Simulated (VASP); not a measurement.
# Ti5Al15H (a cell with a defect) in VASP: single point with PBE

Aim: the single point of Ti5Al15H (a cell with a defect) with PBE.

Everything below comes from runs of VASP 6.6.1. Logs are shortened: lines on timing, memory, paths and dates and some standing lists are left out, and cuts for length are marked.

## Step 1: The cell of the first run

The cell holds a defect, 21 atoms: a = 7.454 Å, b = 7.454 Å, c = 7.454 Å, α = 109.32°, β = 109.55°, γ = 109.55°.

## Step 2: Single point, PBE

INCAR reads:

```
SYSTEM = Ti5Al15H
PREC = Accurate ; ENCUT = 400
EDIFF = 1E-6 ; ISMEAR = 0
SIGMA = 0.1 ; LREAL = .FALSE.
LASPH = .TRUE. ; NELM = 120
ALGO = Normal ; ISIF = 2
LWAVE = .FALSE. ; LCHARG = .FALSE.
GGA = PE ; NBANDS = 69
GGA_COMPAT = .FALSE.
```

KPOINTS reads:

```
Automatic mesh
0
Gamma
  4 4 4
  0.5 0.5 0.5
```

POSCAR reads:

```
Ti5Al15H
1.0
   -5.7680202880     -1.9226734293      4.3114047964
   -1.9226734293      5.7680202880     -4.3114047964
    1.9226734293     -5.7680202880     -4.3114047964
Ti Al H
5 15 1
Direct
    0.8014477011      0.2005432249      0.6014680977
    0.3944289178      0.6041124451      0.8008801302
    0.5985523503      0.3994567972      0.1985319318
    0.1999999553      0.7999999566      0.4000000459
    1.0055711337      0.9958876242      0.9991199464
    0.4034743957      0.1043935316      0.3052245693
   -0.0034744850      0.4956064697      0.4947753873
    0.2000000073      0.3000000163      0.9000000383
    0.7970842976      0.7045539969      0.1035821509
    0.6029157018      0.8954459891      0.6964179097
    0.6973060945      0.0455783080      0.1522696976
    0.2993009584      0.4488263721      0.3492405573
    0.5105043764      0.2670668695      0.7476381334
    0.0766739675      0.6190712695      0.9610648655
    0.9015973142      0.8507199539      0.5483189371
    0.4984026332      0.7492800841      0.2516810195
    0.1006989523      0.1511736292      0.4507593993
    0.3233261512      0.9809287151      0.8389351784
    0.8894956231      0.3329332045      0.0523617919
    0.7026939570      0.5544217141      0.6477303318
    0.2000000594      0.7999999923      0.9000000220
```

Potentials or basis: VASP PAW PBE potentials, release 64 (Ti_sv, Al, H).

On the command line:

```console
$ cat potpaw_PBE.64/Ti_sv/POTCAR potpaw_PBE.64/Al/POTCAR potpaw_PBE.64/H/POTCAR > POTCAR
$ mpirun -np 1 vasp_std > vasp.out
```

OUTCAR:

```text
SYSTEM = Ti5Al15H
   PREC = Accurate
   ENCUT = 400
   EDIFF = 1E-6
   ISMEAR = 0
   LREAL = .FALSE.
   LASPH = .TRUE.
   NELM = 120
   ISIF = 2
   GGA = PE

 ion  position               nearest neighbor table
   1  0.801  0.201  0.601-   6 2.71   8 2.71   7 2.72  10 2.72  14 2.76  13 2.84  11 2.87  17 2.89
                            15 2.89  16 2.90  20 2.91  19 2.93
   2  0.394  0.604  0.801-   7 2.70  10 2.72   8 2.72   9 2.74  11 2.86  13 2.87  16 2.89  17 2.90
                            12 2.91  20 2.96  18 2.97  14 3.00
   3  0.599  0.399  0.199-   7 2.71   8 2.71   6 2.72   9 2.72  18 2.76  19 2.84  20 2.87  12 2.89
                            16 2.89  15 2.90  11 2.91  13 2.93
   4  0.200  0.800  0.400-   7 2.72   6 2.72   9 2.74  10 2.74  18 2.76  14 2.76  15 2.87  16 2.87
                            12 2.89  17 2.89  19 2.97  13 2.97
   5  0.006  0.996  0.999-   6 2.70   9 2.72   8 2.72  10 2.74  20 2.86  19 2.87  15 2.89  12 2.90
                            17 2.91  11 2.96  14 2.97  18 3.00
   6  0.403  0.104  0.305-   5 2.70   1 2.71   3 2.72   4 2.72  13 2.82  12 2.87  20 2.87  11 2.88
                            17 2.88  16 2.90  14 3.06  18 3.07
   7  0.997  0.496  0.495-   2 2.70   3 2.71   1 2.72   4 2.72  19 2.82  17 2.87  11 2.87  20 2.88
                            12 2.88  15 2.90  18 3.06  14 3.07
   8  0.200  0.300  0.900-   1 2.71   3 2.71   5 2.72   2 2.72  14 2.78  18 2.78  12 2.89  17 2.89
                            16 2.89  15 2.89  19 2.94  13 2.94
   9  0.797  0.705  0.104-   3 2.72   5 2.72   4 2.74   2 2.74  14 2.79  11 2.83  13 2.84  15 2.85
                            16 2.86  17 2.87  20 2.94  19 3.01
  10  0.603  0.895  0.696-   1 2.72   2 2.72   4 2.74   5 2.74  18 2.79  20 2.83  19 2.84  16 2.85
                            15 2.86  12 2.87  11 2.94  13 3.01
  11  0.697  0.046  0.152-  19 2.63  16 2.69  17 2.72  18 2.73   9 2.83   2 2.86   1 2.87   7 2.87
                             6 2.88   3 2.91  10 2.94   5 2.96
  12  0.299  0.449  0.349-  16 2.71  17 2.71  20 2.72  19 2.72  10 2.87   6 2.87   7 2.88   3 2.89
                             8 2.89   4 2.89   5 2.90   2 2.91
  13  0.511  0.267  0.748-  18 2.56  20 2.63  17 2.72  19 2.72   6 2.82   9 2.84   1 2.84   2 2.87
                             3 2.93   8 2.94   4 2.97  10 3.01
  14  0.077  0.619  0.961-  21 1.65  19 2.56  20 2.73  16 2.74   4 2.76   1 2.76   8 2.78   9 2.79
                             5 2.97   2 3.00   6 3.06   7 3.07  18 3.30
  15  0.902  0.851  0.548-  20 2.69  17 2.71  16 2.72  18 2.74   9 2.85  10 2.86   4 2.87   1 2.89
                             8 2.89   5 2.89   3 2.90   7 2.90
  16  0.498  0.749  0.252-  11 2.69  12 2.71  15 2.72  14 2.74  10 2.85   9 2.86   4 2.87   3 2.89
                             8 2.89   2 2.89   1 2.90   6 2.90
  17  0.101  0.151  0.451-  15 2.71  12 2.71  11 2.72  13 2.72   9 2.87   7 2.87   6 2.88   1 2.89
                             8 2.89   4 2.89   2 2.90   5 2.91
  18  0.323  0.981  0.839-  21 1.65  13 2.56  11 2.73  15 2.74   4 2.76   3 2.76   8 2.78  10 2.79
                             2 2.97   5 3.00   7 3.06   6 3.07  14 3.30
  19  0.889  0.333  0.052-  14 2.56  11 2.63  12 2.72  13 2.72   7 2.82  10 2.84   3 2.84   5 2.87
                             1 2.93   8 2.94   4 2.97   9 3.01
  20  0.703  0.554  0.648-  13 2.63  15 2.69  12 2.72  14 2.73  10 2.83   5 2.86   3 2.87   6 2.87
                             7 2.88   1 2.91   9 2.94   2 2.96
  21  0.200  0.800  0.900-  14 1.65  18 1.65

  LATTYP: Found a body centered tetragonal cell.
 ALAT       =     8.5984569730
 C/A-ratio  =     1.0028322081

  Lattice vectors:

 A1 = (   1.9226734293,  -5.7680202880,   4.3114047964)
 A2 = (  -1.9226734293,   5.7680202880,   4.3114047964)
 A3 = (  -5.7680202880,  -1.9226734293,  -4.3114047964)

Analysis of symmetry for initial positions (statically):
=====================================================================
 Subroutine PRICEL returns:
 Original cell was already a primitive cell.

 Routine SETGRP: Setting up the symmetry group for a
 body centered tetragonal supercell.

 Subroutine GETGRP returns: Found  2 space group operations
 (whereof  1 operations were pure point group operations)
 out of a pool of 16 trial point group operations.

The static configuration has the point symmetry C_1 .
 The point group associated with its full space group is S_2 .

Analysis of symmetry for dynamics (positions and initial velocities):
=====================================================================
 Subroutine PRICEL returns:
 Original cell was already a primitive cell.

 Routine SETGRP: Setting up the symmetry group for a
 body centered tetragonal supercell.

 Subroutine GETGRP returns: Found  2 space group operations
 (whereof  1 operations were pure point group operations)
 out of a pool of 16 trial point group operations.

The dynamic configuration has the point symmetry C_1 .
 The point group associated with its full space group is S_2 .

[... 82 lines left out ...]

  Shift w.r.t. Gamma in fractional coordinates (k-lattice)
     0.500000000  0.500000000  0.500000000

 Subroutine IBZKPT returns following result:
 ===========================================

 Found     32 irreducible k-points:

 Following reciprocal coordinates:
            Coordinates               Weight
  0.125000  0.125000  0.125000      2.000000
 -0.125000 -0.125000  0.375000      2.000000
 -0.375000  0.125000  0.125000      2.000000
 -0.125000  0.375000 -0.125000      2.000000
  0.375000  0.125000  0.125000      2.000000
 -0.125000 -0.375000 -0.375000      2.000000
[... 16 lines left out ...]
  0.375000  0.375000  0.375000      2.000000
  0.125000 -0.125000  0.125000      2.000000
 [... further k-points ...]
   k-points           NKPTS =     32   k-points in BZ     NKDIM =     32   number of bands    NBANDS=     69
   number of dos      NEDOS =    301   number of ions     NIONS =     21
   total plane-waves  NPLWV = 125000
   dimension x,y,z NGX =    50 NGY =   50 NGZ =   50
   dimension x,y,z NGXF=   100 NGYF=  100 NGZF=  100
   ions per type =               5  15   1
   NGX,Y,Z   is equivalent  to a cutoff of  11.15, 11.15, 11.15 a.u.
   NGXF,Y,Z  is equivalent  to a cutoff of  22.30, 22.30, 22.30 a.u.
 SYSTEM =  Ti5Al15H
   PREC   = accura    normal or accurate (medium, high low for compatibility)
   ISTART =      0    job   : 0-new  1-cont  2-samecut
   ICHARG =      2    charge: 1-file 2-atom 10-const
   ISPIN  =      1    spin polarized calculation?
   LNONCOLLINEAR =      F non collinear calculations
   LSORBIT =      F    spin-orbit coupling
   LASPH  =      T    aspherical Exc in radial PAW
   ENCUT  =  400.0 eV  29.40 Ry    5.42 a.u.  12.15 12.15 12.15*2*pi/ulx,y,z
   NELM   =    120;   NELMIN=  2; NELMDL= -5     # of ELM steps
   EDIFF  = 0.1E-05   stopping-criterion for ELM
   LREAL  =      F    real-space projection
   EDIFFG = 0.1E-04   stopping-criterion for IOM
   NSW    =      0    number of steps for IOM
   IBRION =     -1    ionic relax: 0-MD 1-quasi-New 2-CG
   NFREE  =      0    steps in history (QN), initial steepest desc. (CG)
   ISIF   =      2    stress and relaxation
   ISYM   =      2    0-nonsym 1-usesym 2-fastsym
   POTIM  = 0.5000    time-step for ionic-motion
   TEBEG  =    0.0;   TEEND  =   0.0 temperature during run
   PSTRESS=    0.0 pullay stress
   NELECT =     106.0000    total number of electrons
   NUPDOWN=      -1.0000    fix difference up-down
   EMIN   =  10.00;   EMAX   =-10.00  energy-range for DOS
   EFERMI =   0.00;   METHOD = LEGACY
   ISMEAR =     0;   SIGMA  =   0.10  broadening in eV -4-tet -1-fermi 0-gaus
   EFERMI_NEDOS =   21; number of points for ismear=-14 and -15
   IALGO  =     38    algorithm
   IMIX   =      4    mixing-type and parameters
     AMIX     =   0.40;   BMIX     =  1.00
     AMIX_MAG =   1.60;   BMIX_MAG =  1.00
  volume/ion in A,a.u.               =      15.18       102.43
  Fermi-wavevector in a.u.,A,eV,Ry     =   1.134201  2.143330 17.502708  1.286413
  Thomas-Fermi vector in A             =   2.270905
   LORBIT       =      0    0 simple, 1 ext, 2 COOP (PROOUT), +10 PAW based schemes
   GGA     = PE    functional components
   LHFCALC =     F    Hartree Fock is set to
   AEXX    =    0.0000 exact exchange contribution
   IVDW    =     0    specifies the selected vdW correction
   LEPSILON=     F    determine dielectric tensor
   LRPA    =     F    only Hartree local field effects (RPA)
 non-spin polarized calculation
 Gauss-broadening in eV      SIGMA  =   0.10
  energy-cutoff  :      400.00
  volume of cell :      318.76
 maximum number of plane-waves:      5800
 NGX is ok and might be reduce to    50
   NGX = 25   NGY = 25   NGZ = 25

 number of electron     106.0000018 magnetization

 Free energy of the ion-electron system (eV)
  ---------------------------------------------------
  ext. energy  EPLUGINS =         0.00000000
  ---------------------------------------------------
  free energy    TOTEN  =      -105.54402178 eV

  energy without entropy =     -105.50383410  energy(sigma->0) =     -105.52392794

 E-fermi :   8.3165     XC(G=0): -10.7487

 val. band max:        8.3157214495   @ k =   0.3750   0.1250  -0.3750
 cond. band min:       8.3170295602   @ k =  -0.1250   0.3750   0.3750
 fundamental gap:      0.0013081107
 Fermi energy:         8.3164865407

 k-point     1 :       0.1250    0.1250    0.1250
  band No.  band energies     occupation
      1     -48.3246      2.00000
      2     -48.3242      2.00000
      3     -48.2003      2.00000
      4     -48.1912      2.00000
      5     -48.1906      2.00000
      6     -24.6636      2.00000
[... 1621 lines left out ...]
     64      10.0836      0.00000
     65      10.1318      0.00000

 [... further k-points ...]

 [bands above 65 left out]

------------------------ aborting loop because EDIFF is reached ----------------------------------------

  FORCE on cell =-STRESS in cart. coord.  units (eV):
  Direction    XX          YY          ZZ          XY          YZ          ZX
  --------------------------------------------------------------------------------------
  -------------------------------------------------------------------------------------
  Total        4.1335405      4.2293365      0.2266232     -4.0183195      0.3712077      0.3268592
  in kB       20.7765262     21.2580282      1.1390824    -20.1973878      1.8658112      1.6429013
  external PRESSURE =      14.3912123 kB  Pullay stress =       0.0000000 kB

 VOLUME and BASIS-vectors are now :
 -----------------------------------------------------------------------------
  energy-cutoff  :      400.00
  volume of cell :      318.76
      direct lattice vectors                 reciprocal lattice vectors
    -5.768020288 -1.922673429  4.311404796    -0.156032738 -0.052010913  0.000000000
    -1.922673429  5.768020288 -4.311404796    -0.104021826  0.052010913 -0.115971481
     1.922673429 -5.768020288 -4.311404796    -0.052010913 -0.104021826 -0.115971481

 POSITION                                       TOTAL-FORCE (eV/Angst)
 -----------------------------------------------------------------------------------
     -3.85192     -3.85347     -0.00243        -0.005652     -0.002704      0.001566
     -1.89675     -1.89332     -4.35695         0.001097     -0.004229      0.003954
     -3.83877      0.00812      0.00243         0.005652      0.002704     -0.001566
     -1.92267      1.92267     -4.31140        -0.000000      0.000000      0.000000
     -0.02592     -0.02936     -8.57727        -0.001097      0.004229     -0.003954
     -1.94112     -1.93415     -0.02649        -0.004299     -0.001705      0.012398
[... 13 lines left out ...]
     -3.87375     -1.88926     -2.15337         0.005823      0.004245     -0.000490
     -0.96134     -0.96134     -6.46711        -0.000000      0.000000      0.000000
 -----------------------------------------------------------------------------------
    total drift:                               -0.002240     -0.001127      0.002960

  FREE ENERGIE OF THE ION-ELECTRON SYSTEM (eV)
  ---------------------------------------------------
  free  energy   TOTEN  =      -105.5440217801 eV

  energy  without entropy=     -105.5038340976  energy(sigma->0) =     -105.52392794
```

It took 25 min on 1 thread of Intel Xeon 8259CL, shared host; peak memory 0.57 GiB.

What came out:

| Property | Result |
| --- | --- |
| Free energy | -105.5440 eV |
| Pressure | 1.4 GPa |
| Largest force | 0.013 eV/Å |
| Band gap on the k mesh | zero (bands 53 and 54 overlap by 0.35 eV) |

Forces on the atoms (eV/Å):
```
Ti  -0.006 -0.003  0.002
Ti   0.001 -0.004  0.004
Ti   0.006  0.003 -0.002
Ti   0.000  0.000  0.000
Ti  -0.001  0.004 -0.004
Al  -0.004 -0.002  0.012
Al   0.004  0.002 -0.012
Al   0.000  0.000  0.000
Al   0.000  0.000 -0.008
Al   0.000  0.000  0.008
Al  -0.006 -0.004  0.000
Al  -0.003  0.001  0.000
Al  -0.001  0.007 -0.001
Al   0.001  0.007 -0.001
Al  -0.006  0.009 -0.003
Al   0.006 -0.009  0.003
Al   0.003 -0.001  0.000
Al  -0.001 -0.007  0.001
Al   0.001 -0.007  0.001
Al   0.006  0.004  0.000
H    0.000  0.000  0.000
```

Stress tensor (GPa, compression positive):
```
 2.08 -2.02  0.16
-2.02  2.13  0.19
 0.16  0.19  0.11
```
